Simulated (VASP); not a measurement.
Runs of VASP 6.6.1 on CdSe. The structure is that of space group F-43m (No. 216), or close to it. The cells are those of the table. 

| task | level | potentials or basis | spin | cell | gap on the mesh (eV) | pressure (GPa) |
| --- | --- | --- | --- | --- | --- | --- |
| electric field gradients | r2SCAN | VASP PAW PBE potentials, release 64 (Cd, Se) | off | a = 4.342 Å, angles 60.0°, 2 atoms | 1.02 | 0.1 |
| electric field gradients | PBEsol | VASP PAW PBE potentials, release 64 (Cd, Se) | off | a = 4.342 Å, angles 60.0°, 2 atoms | (a) | (b) |
| single point | PBE | VASP PAW PBE potentials, release 64 (Cd, Se) | non-collinear, zero start, SOC | a = 4.342 Å, angles 60.0°, 2 atoms | - | 1.6 |
| electric field gradients | LDA | VASP PAW LDA potentials, release 64 (Cd, Se) | off | a = 4.399 Å, angles 60.0°, 2 atoms | 0.23 | -4.4 |

Alike in all rows: k mesh 8 × 8 × 8; cutoff (eV) 520; smearing fermi-dirac 0.03 eV.

Problem. Fill in the values left out.

Solution. (a) 0.43; (b) -1.1.

Caveats: the PAW data sets were made with another functional, which shifts forces and pressure a little (at least some runs); semilocal functionals underestimate gaps, and a narrow one can read as zero (at least some runs); the cell stands under tension (at least some runs).

A k mesh can miss the band edges, and rows without SOC leave out spin-orbit coupling on Cd, Se.
